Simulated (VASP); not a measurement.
# V (Im-3m) in VASP: notebook, part 2 of 2

VASP 6.6.1. Earlier steps stand in the parts before.

## (4) Single point, r2SCAN

POSCAR

```
V
1.0
   -1.4917693513      1.4917693513      1.4917693513
    1.4917693513     -1.4917693513      1.4917693513
    1.4917693513      1.4917693513     -1.4917693513
V
1
Direct
    0.0000000000      0.0000000000      0.0000000000
```

INCAR.step1

```
SYSTEM = V
PREC = Accurate ; ENCUT = 520
ISMEAR = 1 ; SIGMA = 0.3
LREAL = .False. ; LASPH = .True.
NELM = 80 ; NBANDS = 12
GGA = PE ; ALGO = Normal
EDIFF = 1E-4 ; LWAVE = .True.
LCHARG = .False.
```

INCAR.step2

```
SYSTEM = V
PREC = Accurate ; ENCUT = 520
EDIFF = 1E-6 ; ISMEAR = 1
SIGMA = 0.3 ; LREAL = .False.
LASPH = .True. ; NELM = 80
ALGO = Normal ; ISIF = 2
LWAVE = .False. ; LCHARG = .True.
METAGGA = R2SCAN ; LMIXTAU = .True.
LELF = .True. ; LVHAR = .True.
NBANDS = 12 ; ISTART = 1
```

KPOINTS

```
Automatic mesh
0
Gamma
  15 15 15
  0 0 0
```

Potentials or basis: VASP PAW PBE potentials, release 64 (V_sv).

Run with:

```
cat potpaw_PBE.64/V_sv/POTCAR > POTCAR
cp INCAR.step1 INCAR
mpirun -np 1 vasp_std > vasp.out
cp INCAR.step2 INCAR
mpirun -np 1 vasp_std > vasp.out
```

OUTCAR:

```text
SYSTEM = V
   PREC = Accurate
   ENCUT = 520
   EDIFF = 1E-6
   ISMEAR = 1
   LREAL = .False.
   LASPH = .True.
   NELM = 80
   ISIF = 2
   METAGGA = R2SCAN
   ISTART = 1

 ion  position               nearest neighbor table
   1  0.000  0.000  0.000-

  LATTYP: Found a body centered cubic cell.
 ALAT       =     2.9835387026

  Lattice vectors:

 A1 = (  -1.4917693513,   1.4917693513,   1.4917693513)
 A2 = (   1.4917693513,  -1.4917693513,   1.4917693513)
[... 529 lines left out ...]
      2     -29.4431      2.00000
      3     -29.0288      2.00000
      4     -28.6825      2.00000
      5       7.3725      2.00000
      6       8.7119      2.00000
      7       9.6904      1.77853
      8      12.4556     -0.00000
      9      13.1167     -0.00000
     10      16.5554      0.00000
     11      20.4704      0.00000
     12      23.9448      0.00000

 [... further k-points ...]
[... 5 lines left out ...]
  --------------------------------------------------------------------------------------
  -------------------------------------------------------------------------------------
  Total        0.0273346      0.0273346      0.0273346      0.0000000      0.0000000      0.0000000
  in kB        3.2980539      3.2980539      3.2980539      0.0000000      0.0000000      0.0000000
  external PRESSURE =       3.2980539 kB  Pullay stress =       0.0000000 kB

 VOLUME and BASIS-vectors are now :
 -----------------------------------------------------------------------------
  energy-cutoff  :      520.00
  volume of cell :       13.28
      direct lattice vectors                 reciprocal lattice vectors
    -1.491769351  1.491769351  1.491769351     0.000000000  0.335172458  0.335172458
     1.491769351 -1.491769351  1.491769351     0.335172458  0.000000000  0.335172458
     1.491769351  1.491769351 -1.491769351     0.335172458  0.335172458  0.000000000

 POSITION                                       TOTAL-FORCE (eV/Angst)
 -----------------------------------------------------------------------------------
      0.00000      0.00000      0.00000        -0.000000      0.000000     -0.000000
 -----------------------------------------------------------------------------------
    total drift:                                0.000000      0.000000      0.000000

  FREE ENERGIE OF THE ION-ELECTRON SYSTEM (eV)
  ---------------------------------------------------
  free  energy   TOTEN  =       -14.1295181553 eV

  energy  without entropy=      -14.1288347604  energy(sigma->0) =      -14.12929036
```

OUTCAR.step1:

```text
SYSTEM = V
   PREC = Accurate
   ENCUT = 520
   ISMEAR = 1
   LREAL = .False.
   LASPH = .True.
[... 576 lines left out ...]
 POSITION                                       TOTAL-FORCE (eV/Angst)
 -----------------------------------------------------------------------------------
      0.00000      0.00000      0.00000        -0.000000     -0.000000     -0.000000
 -----------------------------------------------------------------------------------
    total drift:                                0.000000     -0.000000      0.000000

  FREE ENERGIE OF THE ION-ELECTRON SYSTEM (eV)
  ---------------------------------------------------
  free  energy   TOTEN  =        -8.9913581785 eV

  energy  without entropy=       -8.9899938834  energy(sigma->0) =       -8.99090341
```

OSZICAR.step1:

```text
N       E                     dE             d eps       ncg     rms          rms(c)
DAV:   1     0.911495249397E+02    0.91150E+02   -0.70098E+03  2892   0.118E+03
DAV:   2    -0.908900155851E+01   -0.10024E+03   -0.97360E+02  2924   0.332E+02
DAV:   3    -0.103518833302E+02   -0.12629E+01   -0.12597E+01  3232   0.436E+01
DAV:   4    -0.103583127630E+02   -0.64294E-02   -0.64293E-02  3108   0.329E+00
DAV:   5    -0.103583915149E+02   -0.78752E-04   -0.78752E-04  3148   0.344E-01    0.187E+01
DAV:   6    -0.901654674893E+01    0.13418E+01   -0.30427E+00  2996   0.292E+01    0.176E+00
DAV:   7    -0.899933899503E+01    0.17208E-01   -0.26080E-02  3004   0.201E+00    0.105E+00
DAV:   8    -0.899130651196E+01    0.80325E-02   -0.45941E-03  3088   0.102E+00    0.597E-02
DAV:   9    -0.899135817854E+01   -0.51667E-04   -0.13487E-04  2496   0.172E-01
   1 F= -.89913582E+01 E0= -.89909034E+01  d E =-.136430E-02
```

Run time: 38 s. Hardware: 1 thread of Intel Xeon Platinum 8559C (Emerald Rapids), shared host; peak memory 0.14 GiB.

Results:

```
Free energy : -14.1295 eV
Pressure    : 0.3 GPa
```

Levels at points of the mesh, in eV from the Fermi level:
| k point | band 3 | band 4 | band 5 | band 6 | band 7 | band 8 | band 9 | band 10 |
| --- | --- | --- | --- | --- | --- | --- | --- | --- |
| (0.00, 0.00, 0.00) | -38.44 | -38.44 | -7.10 | 0.48 | 0.48 | 0.48 | 2.70 | 2.70 |

Caveat: the PAW data sets were made with another functional, which shifts forces and pressure a little.

## (5) Single point, r2SCAN

POSCAR is that of step 4.

INCAR.step1

```
  ALGO = Normal
  EDIFF = 1E-4
  ENCUT = 520
  GGA = PE
  ISMEAR = 1
  LASPH = T
  LCHARG = F
  LREAL = F
  LWAVE = T
  NBANDS = 12
  NELM = 80
  PREC = Accurate
  SIGMA = 0.6
```

INCAR.step2

```
  ALGO = Normal
  EDIFF = 1E-6
  ENCUT = 520
  ISIF = 2
  ISMEAR = 1
  ISTART = 1
  LASPH = T
  LCHARG = F
  LMIXTAU = T
  LREAL = F
  LWAVE = F
  METAGGA = R2SCAN
  NBANDS = 12
  NELM = 80
  PREC = Accurate
  SIGMA = 0.6
```

KPOINTS

```
k-points
0
Gamma
  15 15 15
```

Run with:

```
cat potpaw_PBE.64/V_sv/POTCAR > POTCAR
cp INCAR.step1 INCAR
mpirun -np 1 vasp_std > vasp.out
cp INCAR.step2 INCAR
mpirun -np 1 vasp_std > vasp.out
```

Run time: 39 s. Hardware: 1 thread of Intel Xeon Platinum 8559C (Emerald Rapids), shared host; peak memory 0.14 GiB.

The run converged. Its results:

- Free energy: -14.1365 eV
- Pressure: 0.5 GPa

Levels at points of the mesh, in eV from the Fermi level:
```tsv
k point	band 3	band 4	band 5	band 6	band 7	band 8	band 9	band 10
(0.00, 0.00, 0.00)	-38.44	-38.44	-7.11	0.47	0.47	0.47	2.69	2.69
```

Caveat: the PAW data sets were made with another functional, which shifts forces and pressure a little.

## (6) Single point, r2SCAN

POSCAR is that of step 5.

INCAR.step1

```
SYSTEM = V
PREC = Accurate
ENCUT = 520
ISMEAR = 1
SIGMA = 1.0
LREAL = .False.
LASPH = .True.
NELM = 100
NBANDS = 12
GGA = PE
ALGO = Normal
EDIFF = 1E-4
LWAVE = .True.
LCHARG = .False.
```

INCAR.step2

```
SYSTEM = V
PREC = Accurate
ENCUT = 520
EDIFF = 1E-7
ISMEAR = 1
SIGMA = 1.0
LREAL = .False.
LASPH = .True.
NELM = 100
ALGO = Normal
ISIF = 2
LWAVE = .False.
LCHARG = .True.
METAGGA = R2SCAN
LMIXTAU = .True.
LELF = .True.
LVHAR = .True.
NBANDS = 12
ISTART = 1
```

KPOINTS

```
regular mesh
0
Gamma
  15 15 15
  0 0 0
```

Potentials or basis: VASP PAW PBE potentials, release 64 (V_sv).

Run with:

```
cat potpaw_PBE.64/V_sv/POTCAR > POTCAR
cp INCAR.step1 INCAR
mpirun -np 1 vasp_std > vasp.out
cp INCAR.step2 INCAR
mpirun -np 1 vasp_std > vasp.out
```

It took 40 s on 1 thread of Intel Xeon Platinum 8559C (Emerald Rapids), shared host; peak memory 0.14 GiB.

Results (log left out):

```
Free energy : -14.1540 eV
Pressure    : 0.7 GPa
```

Levels at points of the mesh, in eV from the Fermi level:
| k point | band 4 | band 5 | band 6 | band 7 | band 8 | band 9 | band 10 | band 11 |
| --- | --- | --- | --- | --- | --- | --- | --- | --- |
| (0.00, 0.00, 0.00) | -38.49 | -7.16 | 0.42 | 0.42 | 0.42 | 2.65 | 2.65 | 21.29 |

Caveat: the PAW data sets were made with another functional, which shifts forces and pressure a little.

## (7) The runs side by side

| smearing | gap on the mesh (eV) | pressure (GPa) |
| --- | --- | --- |
| fermi-dirac 0.3 eV | none | 3.1 |
| methfessel-paxton 0.2 eV | none | 0.2 |
| methfessel-paxton 0.3 eV | none | 0.3 |
| methfessel-paxton 0.6 eV | none | 0.5 |
| methfessel-paxton 1 eV | none | 0.7 |

Alike in all rows: task single point; level r2SCAN; potentials or basis VASP PAW PBE potentials, release 64 (V_sv); no spin polarisation; cell as given; k mesh 15 × 15 × 15; cutoff (eV) 520.

Every run on the cell as given and a fine mesh finds a metal.

Caveats: the PAW data sets were made with another functional, which shifts forces and pressure a little.

Absolute energies hang on the potentials; compare differences alone.
